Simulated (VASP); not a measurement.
A run of VASP 6.6.1:

INCAR

```
ALGO     = Normal         # electronic algorithm
EDIFF    = 1E-6           # SCF threshold, eV
ENCUT    = 600            # plane-wave cutoff, eV
GGA      = PE             # functional
GGA_COMPAT= F            
ISIF     = 2              # what is computed and relaxed
ISMEAR   = 0              # smearing method
LASPH    = T              # aspherical terms in the spheres
LCHARG   = F              # write CHGCAR
LREAL    = F              # projectors in reciprocal space
LWAVE    = F              # write WAVECAR
NBANDS   = 26             # bands
NELM     = 120            # most SCF steps
PREC     = Accurate       # precision mode
SIGMA    = 0.2            # smearing width, eV
```

KPOINTS

```
k-points
0
Gamma
  4 4 3
```

POSCAR

```
SiC3
1.0
    4.2761641220      0.0000000026      0.0000000000
   -2.1380820633      3.7032667591      0.0000000000
    0.0000000000      0.0000000000      4.1805748390
Si C
2 6
Direct
    0.0000000000      0.0000000000      0.2500000000
    0.0000000000      0.0000000000      0.7500000000
    0.5318793970      0.0000000000      0.2500000000
    0.0000000000      0.5318793970      0.2500000000
    0.4681206030      0.4681206030      0.2500000000
    0.4681206030      0.0000000000      0.7500000000
    0.0000000000      0.4681206030      0.7500000000
    0.5318793970      0.5318793970      0.7500000000
```

Potentials or basis: VASP PAW PBE potentials, release 64 (Si, C).

The run is started by

```sh
$ cat potpaw_PBE.64/Si/POTCAR potpaw_PBE.64/C/POTCAR > POTCAR
$ mpirun -np 1 vasp_std > vasp.out
```

Hardware: 1 thread of Intel(R) Xeon(R) Platinum 8488C (Sapphire Rapids), on a shared host.

How long does it take, and how much memory?

It took 12 s on 1 thread of Intel(R) Xeon(R) Platinum 8488C (Sapphire Rapids), on a shared host, peak memory 0.19 GiB. Counts: scf iterations 13, k points 8.
